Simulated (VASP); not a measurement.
# Au in VASP: further runs

Au is run at these levels: PBE; tasks: relaxation of the atoms, single point.

All numbers are computed with VASP 6.6.1; they aren't measurements. Logs are shortened: lines on timing, memory, paths and dates and some standing lists are left out, and cuts for length are marked.

### Step 1. The cell of the first run

The cell holds a slab with vacuum, 6 atoms: a = 2.940 Å, b = 4.158 Å, c = 20.350 Å, α = 90.00°, β = 90.00°, γ = 90.00°.

### Step 2. Relaxation of the atoms, PBE

INCAR reads:

```
ALGO = Normal ; DIPOL = 0.5 0.5 0.500
EDIFF = 1E-6 ; EDIFFG = -0.01
ENCUT = 520 ; GGA = PE
IBRION = 2 ; IDIPOL = 3
ISIF = 2 ; ISMEAR = -1
KPAR = 4 ; LASPH = True
LCHARG = False ; LDIPOL = True
LREAL = False ; LWAVE = False
NELM = 60 ; NSW = 60
PREC = Accurate ; SIGMA = 0.05
```

KPOINTS reads:

```
k-points
0
Gamma
  12 9 1
```

POSCAR reads:

```
Au
1.0
    2.9400990585      0.0000000000      0.0000000000
    0.0000000000      4.1579279633      0.0000000000
    0.0000000000      0.0000000000     20.3502000000
Au
6
Direct
    0.2500000000      0.2500000000      0.3194060096
    0.7500000000      0.7500000000      0.3916436058
    0.2500000000      0.2500000000      0.4638812019
    0.7500000000      0.7500000000      0.5361187981
    0.2500000000      0.2500000000      0.6083563942
    0.7500000000      0.7500000000      0.6805939904
```

Potentials or basis: VASP PAW PBE potentials, release 64 (Au).

The run is started by

```bash
$ cat potpaw_PBE.64/Au/POTCAR > POTCAR
$ mpirun -np 4 vasp_std > vasp.out
```

OUTCAR:

```text
EDIFF = 1E-6
   EDIFFG = -0.01
   ENCUT = 520
   GGA = PE
   IBRION = 2
   ISIF = 2
   ISMEAR = -1
   LASPH = True
   LREAL = False
   NELM = 60
   NSW = 60
   PREC = Accurate

 ion  position               nearest neighbor table
   1  0.250  0.250  0.319-   3 2.94   2 2.94   2 2.94   2 2.94   2 2.94
   2  0.750  0.750  0.392-   3 2.94   3 2.94   3 2.94   3 2.94   4 2.94   1 2.94   1 2.94   1 2.94
                             1 2.94
   3  0.250  0.250  0.464-   2 2.94   2 2.94   2 2.94   2 2.94   5 2.94   1 2.94   4 2.94   4 2.94
                             4 2.94   4 2.94
   4  0.750  0.750  0.536-   5 2.94   5 2.94   5 2.94   5 2.94   6 2.94   2 2.94   3 2.94   3 2.94
                             3 2.94   3 2.94
   5  0.250  0.250  0.608-   4 2.94   4 2.94   4 2.94   4 2.94   3 2.94   6 2.94   6 2.94   6 2.94
                             6 2.94
   6  0.750  0.750  0.681-   4 2.94   5 2.94   5 2.94   5 2.94   5 2.94

  LATTYP: Found a simple orthorhombic cell.
 ALAT       =     2.9400990585
 B/A-ratio  =     1.4142135624
 C/A-ratio  =     6.9216035226

  Lattice vectors:

 A1 = (   2.9400990585,   0.0000000000,   0.0000000000)
 A2 = (   0.0000000000,   4.1579279633,   0.0000000000)
 A3 = (   0.0000000000,   0.0000000000,  20.3502000000)

Analysis of symmetry for initial positions (statically):
=====================================================================
 Subroutine PRICEL returns:
 Original cell was already a primitive cell.

 Routine SETGRP: Setting up the symmetry group for a
 simple orthorhombic supercell.

 Subroutine GETGRP returns: Found  8 space group operations
 (whereof  2 operations were pure point group operations)
 out of a pool of  8 trial point group operations.

The static configuration has the point symmetry S_2 .
 The point group associated with its full space group is D_2h.

Analysis of symmetry for dynamics (positions and initial velocities):
=====================================================================
 Subroutine PRICEL returns:
 Original cell was already a primitive cell.

 Routine SETGRP: Setting up the symmetry group for a
 simple orthorhombic supercell.

 Subroutine GETGRP returns: Found  8 space group operations
 (whereof  2 operations were pure point group operations)
 out of a pool of  8 trial point group operations.

The dynamic configuration has the point symmetry S_2 .
 The point group associated with its full space group is D_2h.

 Subroutine INISYM returns: Found  8 space group operations
 (whereof  2 operations are pure point group operations),
 and found     1 'primitive' translations

----------------------------------------------------------------------------------------

                                     Primitive cell

  volume of cell :     248.7755

  direct lattice vectors                    reciprocal lattice vectors
     2.940099058  0.000000000  0.000000000     0.340124594  0.000000000  0.000000000
     0.000000000  4.157927963  0.000000000     0.000000000  0.240504407  0.000000000
     0.000000000  0.000000000 20.350200000     0.000000000  0.000000000  0.049139566

  length of vectors
     2.940099058  4.157927963 20.350200000     0.340124594  0.240504407  0.049139566

  position of ions in fractional coordinates (direct lattice)
     0.250000000  0.250000000  0.319406010
     0.750000000  0.750000000  0.391643606
     0.250000000  0.250000000  0.463881202
     0.750000000  0.750000000  0.536118798
     0.250000000  0.250000000  0.608356394
     0.750000000  0.750000000  0.680593990

  ion indices of the primitive-cell ions
   primitive index   ion index
                 1           1
                 2           2
                 3           3
                 4           4
                 5           5
                 6           6

[... 33 lines left out ...]
  0.416667  0.000000  0.000000      2.000000
[... 16 lines left out ...]
  0.083333  0.333333  0.000000      4.000000
  0.166667  0.333333  0.000000      4.000000
 [... further k-points ...]
   k-points           NKPTS =     35   k-points in BZ     NKDIM =     35   number of bands    NBANDS=     39
   number of dos      NEDOS =    301   number of ions     NIONS =      6
   total plane-waves  NPLWV = 122880
   dimension x,y,z NGX =    24 NGY =   32 NGZ =  160
   dimension x,y,z NGXF=    48 NGYF=   64 NGZF=  320
   ions per type =               6
   NGX,Y,Z   is equivalent  to a cutoff of  13.57, 12.79, 13.07 a.u.
   NGXF,Y,Z  is equivalent  to a cutoff of  27.14, 25.59, 26.14 a.u.
 SYSTEM =  unknown system
   PREC   = accura    normal or accurate (medium, high low for compatibility)
   ISTART =      0    job   : 0-new  1-cont  2-samecut
   ICHARG =      2    charge: 1-file 2-atom 10-const
   ISPIN  =      1    spin polarized calculation?
   LNONCOLLINEAR =      F non collinear calculations
   LSORBIT =      F    spin-orbit coupling
   LASPH  =      T    aspherical Exc in radial PAW
   ENCUT  =  520.0 eV  38.22 Ry    6.18 a.u.   5.47  7.73 37.84*2*pi/ulx,y,z
   NELM   =     60;   NELMIN=  2; NELMDL= -5     # of ELM steps
   EDIFF  = 0.1E-05   stopping-criterion for ELM
   LREAL  =      F    real-space projection
   EDIFFG = -.1E-01   stopping-criterion for IOM
   NSW    =     60    number of steps for IOM
   IBRION =      2    ionic relax: 0-MD 1-quasi-New 2-CG
   NFREE  =      1    steps in history (QN), initial steepest desc. (CG)
   ISIF   =      2    stress and relaxation
   ISYM   =      2    0-nonsym 1-usesym 2-fastsym
   POTIM  = 0.5000    time-step for ionic-motion
   TEBEG  =    0.0;   TEEND  =   0.0 temperature during run
   PSTRESS=    0.0 pullay stress
   NELECT =      66.0000    total number of electrons
   NUPDOWN=      -1.0000    fix difference up-down
   EMIN   =  10.00;   EMAX   =-10.00  energy-range for DOS
   EFERMI =   0.00;   METHOD = LEGACY
   ISMEAR =    -1;   SIGMA  =   0.05  broadening in eV -4-tet -1-fermi 0-gaus
   EFERMI_NEDOS =   21; number of points for ismear=-14 and -15
   IALGO  =     38    algorithm
   IMIX   =      4    mixing-type and parameters
     AMIX     =   0.40;   BMIX     =  1.00
     AMIX_MAG =   1.60;   BMIX_MAG =  1.00
  volume/ion in A,a.u.               =      41.46       279.80
  Fermi-wavevector in a.u.,A,eV,Ry     =   1.051930  1.987860 15.055625  1.106557
  Thomas-Fermi vector in A             =   2.186993
   LORBIT       =      0    0 simple, 1 ext, 2 COOP (PROOUT), +10 PAW based schemes
   GGA     = PE    functional components
   LHFCALC =     F    Hartree Fock is set to
   AEXX    =    0.0000 exact exchange contribution
   IVDW    =     0    specifies the selected vdW correction
   LEPSILON=     F    determine dielectric tensor
   LRPA    =     F    only Hartree local field effects (RPA)
 conjugate gradient relaxation of ions
 non-spin polarized calculation
  energy-cutoff  :      520.00
  volume of cell :      248.78
 maximum number of plane-waves:      6775
 NGX is ok and might be reduce to    24
   NGX = 11   NGY = 15   NGZ = 75

--------------------------------------- Ionic step        1  -------------------------------------------

 number of electron      65.9999991 magnetization

 Free energy of the ion-electron system (eV)
  ---------------------------------------------------
  ext. energy  EPLUGINS =         0.00000000
  ---------------------------------------------------
  free energy    TOTEN  =       -17.84058620 eV

  energy without entropy =      -17.82207554  energy(sigma->0) =      -17.83133087

------------------------ aborting loop because EDIFF is reached ----------------------------------------

  FORCE on cell =-STRESS in cart. coord.  units (eV):
  Direction    XX          YY          ZZ          XY          YZ          ZX
  --------------------------------------------------------------------------------------
  -------------------------------------------------------------------------------------
  Total       -4.5493669     -2.8639551     -0.9695002      0.0000000      0.0000000      0.0000000
  in kB      -29.2990769    -18.4445977     -6.2438275      0.0000000      0.0000000      0.0000000
  external PRESSURE =     -17.9958340 kB  Pullay stress =       0.0000000 kB
[... 267 lines left out ...]
--------------------------------------- Ionic step        8  -------------------------------------------

 number of electron      65.9999991 magnetization

 dipolmoment           0.000000      0.000000     -0.000000 electrons x Angstroem

------------------------ aborting loop because EDIFF is reached ----------------------------------------

  FORCE on cell =-STRESS in cart. coord.  units (eV):
  Direction    XX          YY          ZZ          XY          YZ          ZX
  --------------------------------------------------------------------------------------
  -------------------------------------------------------------------------------------
  Total       -3.6426038     -1.2154608     -0.3256767      0.0000000      0.0000000      0.0000000
  in kB      -23.4592929     -7.8278757     -2.0974409      0.0000000      0.0000000      0.0000000
  external PRESSURE =     -11.1282032 kB  Pullay stress =       0.0000000 kB
[... 27 lines left out ...]
--------------------------------------- Ionic step        9  -------------------------------------------

 number of electron      65.9999992 magnetization

 dipolmoment           0.000000      0.000000      0.000000 electrons x Angstroem

 Free energy of the ion-electron system (eV)
  ---------------------------------------------------
  ext. energy  EPLUGINS =         0.00000000
  ---------------------------------------------------
  free energy    TOTEN  =       -17.93489110 eV

  energy without entropy =      -17.91258553  energy(sigma->0) =      -17.92373832

 E-fermi :   0.8624     XC(G=0):  -6.2155

 val. band max:        0.8368398237   @ k =   0.0000   0.4444   0.0000
 cond. band min:       0.8731660568   @ k =   0.4167   0.3333   0.0000
 fundamental gap:      0.0363262331
 Fermi energy:         0.8624425574

 k-point     1 :       0.0000    0.0000    0.0000
  band No.  band energies     occupation
      1      -7.8418      2.00000
      2      -6.6180      2.00000
      3      -5.3833      2.00000
      4      -5.2712      2.00000
      5      -4.9510      2.00000
      6      -4.9369      2.00000
[... 997 lines left out ...]
     38       4.1188      0.00000
     39       6.2801      0.00000

 [... further k-points ...]

------------------------ aborting loop because EDIFF is reached ----------------------------------------

 vacuum level on the upper side and lower side of the slab       (xc-potential included)        -0.049        -0.049

  FORCE on cell =-STRESS in cart. coord.  units (eV):
  Direction    XX          YY          ZZ          XY          YZ          ZX
  --------------------------------------------------------------------------------------
  -------------------------------------------------------------------------------------
  Total       -3.4682484     -1.0542432     -0.1451418     -0.0000000      0.0000000      0.0000000
  in kB      -22.3363999     -6.7895939     -0.9347503     -0.0000000      0.0000000      0.0000000
  external PRESSURE =     -10.0202480 kB  Pullay stress =       0.0000000 kB
[... 21 lines left out ...]
  FREE ENERGIE OF THE ION-ELECTRON SYSTEM (eV)
  ---------------------------------------------------
  free  energy   TOTEN  =       -17.9348911046 eV

  energy  without entropy=      -17.9125855270  energy(sigma->0) =      -17.92373832

 reached required accuracy - stopping structural energy minimisation

 vacuum level on the upper side and lower side of the slab         5.771         5.771
```

Run time: 6 min. Hardware: 4 MPI ranks of Intel Xeon Platinum 8488C (Sapphire Rapids), shared host; peak memory 0.49 GiB.

What came out:

* Free energy: -17.9349 eV
* Energy gained by relaxing: 15.7 meV/atom
* Ionic steps: 9
* Largest force after relaxing: 0.008 eV/Å
* Band gap on the k mesh: zero (bands 33 and 34 overlap by 3.76 eV)

Forces in eV/Å, atoms in the order of the input:
```
Au   0.000  0.000  0.002
Au   0.000  0.000  0.008
Au   0.000  0.000 -0.001
Au   0.000  0.000  0.001
Au   0.000  0.000 -0.008
Au   0.000  0.000 -0.002
```

Step by step:
```tsv
step	energy change (eV)	largest force (eV/Å)	pressure (GPa)
1	0.0000	0.4725	-1.80
2	-0.0330	0.3638	-1.72
3	-0.0861	0.1675	-1.33
4	-0.0886	0.1845	-1.18
5	-0.0928	0.0759	-1.17
6	-0.0937	0.0280	-1.15
7	-0.0937	0.0295	-1.15
8	-0.0939	0.0239	-1.11
9	-0.0943	0.0085	-1.00
```

Final structure:
```cif
data_structure
_symmetry_space_group_name_H-M 'P 1'
_symmetry_Int_Tables_number 1
_cell_length_a 2.9401
_cell_length_b 4.1579
_cell_length_c 20.3502
_cell_angle_alpha 90.000
_cell_angle_beta 90.000
_cell_angle_gamma 90.000
_cell_volume 248.78
loop_
_atom_site_label
_atom_site_type_symbol
_atom_site_fract_x
_atom_site_fract_y
_atom_site_fract_z
_atom_site_occupancy
Au1 Au 0.25000 0.25000 0.32449 1
Au2 Au 0.75000 0.75000 0.38649 1
Au3 Au 0.25000 0.25000 0.46649 1
Au4 Au 0.75000 0.75000 0.53351 1
Au5 Au 0.25000 0.25000 0.61351 1
Au6 Au 0.75000 0.75000 0.67551 1
```

Levels at points of the mesh, in eV from the Fermi level:
```tsv
k point	band 31	band 32	band 33	band 34	band 35	band 36
(0.00, 0.00, 0.00)	-1.72	-1.66	-1.52	-0.49	1.84	2.27
(0.50, 0.00, 0.00)	-0.08	-0.08	0.41	0.41	1.37	1.37
```

Caveat: spin-orbit coupling is left out, which moves the levels of the heavy elements.

### Step 3. Single point, PBE

INCAR reads:

```
PREC     = Accurate       # precision mode
ENCUT    = 520            # plane-wave cutoff, eV
EDIFF    = 1E-7           # SCF threshold, eV
ISMEAR   = -1             # smearing method
SIGMA    = 0.05           # smearing width, eV
LREAL    = F              # projectors in reciprocal space
LASPH    = T              # aspherical terms in the spheres
NELM     = 100            # most SCF steps
ALGO     = Normal         # electronic algorithm
ISIF     = 2              # what is computed and relaxed
LWAVE    = F              # write WAVECAR
LCHARG   = F              # write CHGCAR
LDIPOL   = T            
IDIPOL   = 3            
DIPOL    = 0.5 0.5 0.500
GGA      = PE             # functional
NBANDS   = 42             # bands
```

KPOINTS reads:

```
Automatic mesh
0
Gamma
  12 9 1
```

POSCAR reads:

```
Au
1.0
    2.9400990585      0.0000000000      0.0000000000
    0.0000000000      4.1579279633      0.0000000000
    0.0000000000      0.0000000000     20.3502000000
Au
6
Direct
    0.2500000000      0.2500000000      0.3244038252
    0.7500000000      0.7500000000      0.3865519250
    0.2500000000      0.2500000000      0.4664506665
    0.7500000000      0.7500000000      0.5335493320
    0.2500000000      0.2500000000      0.6134480732
    0.7500000000      0.7500000000      0.6755961781
```

Potentials or basis: VASP PAW PBE potentials, release 64 (Au).

The run is started by

```bash
$ cat potpaw_PBE.64/Au/POTCAR > POTCAR
$ mpirun -np 1 vasp_std > vasp.out
```

Wall time 5.6 min (1 thread of Intel Xeon Platinum 8259CL at 2.50GHz (Skylake/Cascade Lake), shared host); peak memory 0.48 GiB.

Results (log left out):

| Quantity | Value |
| --- | --- |
| Free energy | -17.9349 eV |
| Largest force | 0.010 eV/Å |
| Band gap on the k mesh | zero (bands 33 and 34 overlap by 3.76 eV) |

Forces in eV/Å, atoms in the order of the input:
```
Au   0.000  0.000  0.010
Au   0.000  0.000  0.003
Au   0.000  0.000  0.000
Au   0.000  0.000  0.000
Au   0.000  0.000 -0.003
Au   0.000  0.000 -0.010
```

Levels at points of the mesh, in eV from the Fermi level:
```
           k point  band 30  band 31  band 32  band 33  band 34  band 35  band 36  band 37
(0.00, 0.00, 0.00)    -2.03    -1.72    -1.66    -1.52    -0.49     1.84     2.27     3.99
(0.50, 0.00, 0.00)    -1.68    -0.08    -0.08     0.41     0.41     1.37     1.37     4.07
```

Caveat: spin-orbit coupling is left out, which moves the levels of the heavy elements.

The gap in the log of VASP goes by the Fermi energy; the results here count the filled bands.